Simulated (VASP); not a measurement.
Here is a VASP 6.6.1 calculation.

File INCAR:

```
PREC     = Accurate       # precision mode
ENCUT    = 520            # plane-wave cutoff, eV
EDIFF    = 1E-6           # SCF threshold, eV
ISMEAR   = 0              # smearing method
SIGMA    = 0.1            # smearing width, eV
LREAL    = False          # projectors in reciprocal space
LASPH    = True           # aspherical terms in the spheres
NELM     = 80             # most SCF steps
ALGO     = Normal         # electronic algorithm
ISIF     = 2              # what is computed and relaxed
LWAVE    = False          # write WAVECAR
LCHARG   = True           # write CHGCAR
GGA      = PE             # functional
LELF     = True           # ELF
LVHAR    = True         
NBANDS   = 23             # bands
```

Contents of KPOINTS:

```
regular mesh
0
Gamma
  18 18 8
```

POSCAR

```
SiGe2
1.0
    3.0450812453      0.0000000000      0.0000000000
   -1.5225406227      2.6371177150      0.0000000000
    0.0000000000      0.0000000000      7.1138344341
Si Ge
1 2
Direct
    0.0000000000      0.0000000000      0.0000000000
    0.3333333333      0.6666666667      0.7113921808
    0.6666666667      0.3333333333      0.2886078192
```

Potentials or basis: VASP PAW PBE potentials, release 64 (Si, Ge_d).

Command:

```console
$ cat potpaw_PBE.64/Si/POTCAR potpaw_PBE.64/Ge_d/POTCAR > POTCAR
$ mpirun -np 1 vasp_std > vasp.out
```

Question: What does it give for the band gap on the k mesh?

Answer: Zero (bands 16 and 17 overlap by 7.34 eV).

Question: Predict the largest force.

Answer: 0.003 eV/Å.

Forces in eV/Å, atoms in the order of the input:
```
Si   0.000  0.000  0.000
Ge   0.000  0.000 -0.003
Ge   0.000  0.000  0.003
```
